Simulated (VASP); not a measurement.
Set up this calculation in VASP 6.6.1, as the native input.

```yaml
Task: relaxation of cell and atoms
Functional: PBE
Potentials_or_basis: VASP PAW PBE potentials, release 64 (As, I)
Cutoff: 600 eV
k_mesh: 12 × 12 × 12
Occupations: gaussian, width 0.1 eV
Spin: no spin polarisation
Dipole_correction: no
Further_INCAR_settings: ALGO = Normal; EDIFF = 1e-06; IBRION = 2; EDIFFG = -0.01; NSW = 100; ISIF = 3
```

The structure of As2I lies in POSCAR:

```
As2I
1.0
    1.8278750399      1.0553241463      7.5005445972
   -1.8278750399      1.0553241463      7.5005445972
    0.0000000000     -2.1106482927      7.5005445972
As I
2 1
Direct
    0.8030478456      0.8030478456      0.8030478456
    0.1969521544      0.1969521544      0.1969521544
    0.0000000000      0.0000000000      0.0000000000
```

One way to write it, as run:

INCAR

```
PREC = Accurate ; ENCUT = 600
EDIFF = 1E-6 ; ISMEAR = 0
SIGMA = 0.1 ; LREAL = F
LASPH = T ; NELM = 60
ALGO = Normal ; ISIF = 3
LWAVE = F ; LCHARG = F
GGA = PE ; IBRION = 2
NSW = 100 ; EDIFFG = -0.01
```

KPOINTS

```
Automatic mesh
0
Gamma
  12 12 12
```

Potentials or basis: VASP PAW PBE potentials, release 64 (As, I).

The run is started by

```sh
$ cat potpaw_PBE.64/As/POTCAR potpaw_PBE.64/I/POTCAR > POTCAR
$ mpirun -np 1 vasp_std > vasp.out
```

Results of the run:

The relaxed volume is 29.40 Å³/atom, the relaxed cell is a = 7.980 Å, b = 7.980 Å, c = 7.980 Å, α = 26.35°, β = 26.35°, γ = 26.35° and the space group after relaxing (to 0.1 Å) is R-3m (No. 166). The energy gained by relaxing is 1.6 meV/atom. The ionic steps are 10. The pressure after relaxing is 0.0 GPa and the band gap on the k mesh is zero (an odd number of electrons rules out a gap without spin polarisation).

Caveat: spin-orbit coupling is left out, which moves the levels of the heavy elements; an odd number of electrons without spin polarisation forces a metal; a magnetic or distorted state may lie lower.

It took 47 min on 1 thread of Intel(R) Xeon(R) Platinum 8488C (Sapphire Rapids), with other jobs on the host, peak memory 0.82 GiB.
